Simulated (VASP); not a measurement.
A run of VASP 6.6.1 is set up as follows.

File INCAR:

```
SYSTEM = SnC2
ALGO = Normal
EDIFF = 1E-6
EDIFFG = -0.01
ENCUT = 600
GGA = PE
IBRION = 2
ISIF = 3
ISMEAR = 0
LASPH = .True.
LCHARG = .False.
LREAL = .False.
LWAVE = .False.
NELM = 60
NSW = 100
PREC = Accurate
SIGMA = 0.1
```

The input KPOINTS:

```
k-points
0
Gamma
  10 10 10
  0 0 0
```

POSCAR

```
SnC2
1.0
    0.0000000000      3.3933704502      3.3933704502
    3.3933704502      0.0000000000      3.3933704502
    3.3933704502      3.3933704502      0.0000000000
Sn C
2 4
Direct
    0.5000000000      0.5000000000      0.5000000000
    0.7500000000      0.7500000000      0.7500000000
    0.1250000000      0.1250000000      0.1250000000
    0.6250000000      0.1250000000      0.1250000000
    0.1250000000      0.1250000000      0.6250000000
    0.1250000000      0.6250000000      0.1250000000
```

Potentials or basis: VASP PAW PBE potentials, release 64 (Sn_d, C).

Launch:

```console
$ cat potpaw_PBE.64/Sn_d/POTCAR potpaw_PBE.64/C/POTCAR > POTCAR
$ mpirun -np 1 vasp_std > vasp.out
```

**Question.** Predict the space group after relaxing (to 0.1 Å).

**Answer.** Fd-3m (No. 227).

**Question.** What does it give for the relaxed volume?

**Answer.** 12.87 Å³/atom.

**Question.** What does it give for the band gap on the k mesh?

**Answer.** Zero (bands 22 and 23 overlap by 1.09 eV).

**Question.** Predict the relaxed cell.

**Answer.** a = 4.780 Å, b = 4.780 Å, c = 4.780 Å, α = 60.00°, β = 60.00°, γ = 60.00°.

Step by step:
```tsv
step	energy change (eV)	largest force (eV/Å)	pressure (GPa)	volume (Å³)
1	0.0000	0.0000	-1.19	78.15
2	-0.0033	0.0000	0.20	77.06
3	-0.0034	0.0000	0.02	77.22
```

Caveat: spin-orbit coupling is left out, which moves the levels of the heavy elements.
